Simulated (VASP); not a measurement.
Set up this calculation in VASP 6.6.1, as the native input.

```yaml
Task: single point
Functional: LDA
Potentials_or_basis: VASP PAW LDA potentials, release 64 (Mg, Au)
Cutoff: 520 eV
k_mesh: 13 × 13 × 13
Occupations: fermi-dirac, width 0.05 eV
Spin: no spin polarisation
Dipole_correction: no
Further_INCAR_settings: ALGO = Normal; EDIFF = 1e-06; NBANDS = 14
```

The structure of MgAu lies in POSCAR:

```
MgAu
1.0
    3.2805834105      0.0000000000      0.0000000000
    0.0000000000      3.2805834105      0.0000000000
    0.0000000000      0.0000000000      3.2805834105
Mg Au
1 1
Direct
    0.5000000000      0.5000000000      0.5000000000
    0.0000000000      0.0000000000      0.0000000000
```

This cell differs from its parent crystal: volume scaled by 1.02.

These files were run (other wordings do the same):

INCAR

```
SYSTEM = MgAu
PREC     = Accurate       ! precision mode
ENCUT    = 520            ! plane-wave cutoff, eV
EDIFF    = 1E-6           ! SCF threshold, eV
ISMEAR   = -1             ! smearing method
SIGMA    = 0.05           ! smearing width, eV
LREAL    = .FALSE.        ! projectors in reciprocal space
LASPH    = .TRUE.         ! aspherical terms in the spheres
NELM     = 100            ! most SCF steps
ALGO     = Normal         ! electronic algorithm
ISIF     = 2              ! what is computed and relaxed
LWAVE    = .FALSE.        ! write WAVECAR
LCHARG   = .FALSE.        ! write CHGCAR
NBANDS   = 14             ! bands
```

KPOINTS

```
Automatic mesh
0
G
  13 13 13
  0 0 0
```

Potentials or basis: VASP PAW LDA potentials, release 64 (Mg, Au).

Command:

```sh
$ cat potpaw_LDA.64/Mg/POTCAR potpaw_LDA.64/Au/POTCAR > POTCAR
$ mpirun -np 1 vasp_std > vasp.out
```

Results of the run:

* Pressure: -5.5 GPa

Run time: 11 s on 1 thread of Intel Xeon 6975P-C, on a shared host, peak memory 0.16 GiB.
